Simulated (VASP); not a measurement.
Wanted: the native input for a VASP 6.6.1 run.

| Item | Value |
| --- | --- |
| Task | single point |
| Functional | PBE |
| Potentials or basis | VASP PAW PBE potentials, release 64 (Tl_d, O_h) |
| Cutoff | 1340 eV |
| k mesh | 4 × 4 × 4 |
| Occupations | gaussian, width 0.1 eV |
| Spin | no spin polarisation |
| Dipole correction | no |
| Further INCAR settings | ALGO = Normal; EDIFF = 1e-06; NBANDS = 38 |

The structure of TlO7 lies in POSCAR:

```
TlO7
1.0
    4.5479178400      0.0000000000      0.0000000000
    0.0000000000      4.5479178400      0.0000000000
    0.0000000000      0.0000000000      4.5479178400
Tl O
1 7
Direct
    0.5000000000      0.5000000000      0.5000000000
    0.1199885500      0.5000000000      0.5000000000
    0.8800114500      0.5000000000      0.5000000000
    0.5000000000      0.1199885500      0.5000000000
    0.5000000000      0.8800114500      0.5000000000
    0.5000000000      0.5000000000      0.1199885500
    0.5000000000      0.5000000000      0.8800114500
    0.0000000000      0.0000000000      0.0000000000
```

The cell was generated, and may not be a known phase.

These files were run (other wordings do the same):

INCAR

```
SYSTEM = TlO7
PREC     = Accurate       ! precision mode
ENCUT    = 1340           ! plane-wave cutoff, eV
EDIFF    = 1E-6           ! SCF threshold, eV
ISMEAR   = 0              ! smearing method
SIGMA    = 0.1            ! smearing width, eV
LREAL    = .False.        ! projectors in reciprocal space
LASPH    = .True.         ! aspherical terms in the spheres
NELM     = 120            ! most SCF steps
ALGO     = Normal         ! electronic algorithm
ISIF     = 2              ! what is computed and relaxed
LWAVE    = .False.        ! write WAVECAR
LCHARG   = .False.        ! write CHGCAR
GGA      = PE             ! functional
NBANDS   = 38             ! bands
GGA_COMPAT= .False.
```

KPOINTS

```
regular mesh
0
Gamma
  4 4 4
  0 0 0
```

Potentials or basis: VASP PAW PBE potentials, release 64 (Tl_d, O_h).

Command:

```sh
$ cat potpaw_PBE.64/Tl_d/POTCAR potpaw_PBE.64/O_h/POTCAR > POTCAR
$ mpirun -np 1 vasp_std > vasp.out
```

It gave:

```
Pressure               : 143.8 GPa
Largest force          : 3.604 eV/Å
Band gap on the k mesh : zero (an odd number of electrons rules out a gap without spin polarisation)
```

Caveat: the cell stands under pressure; spin-orbit coupling is left out, which moves the levels of the heavy elements; an odd number of electrons without spin polarisation forces a metal; a magnetic or distorted state may lie lower.

It took 2.3 min on 1 thread of Intel(R) Xeon(R) Platinum 8488C (Sapphire Rapids) (shared host), peak memory 0.44 GiB.
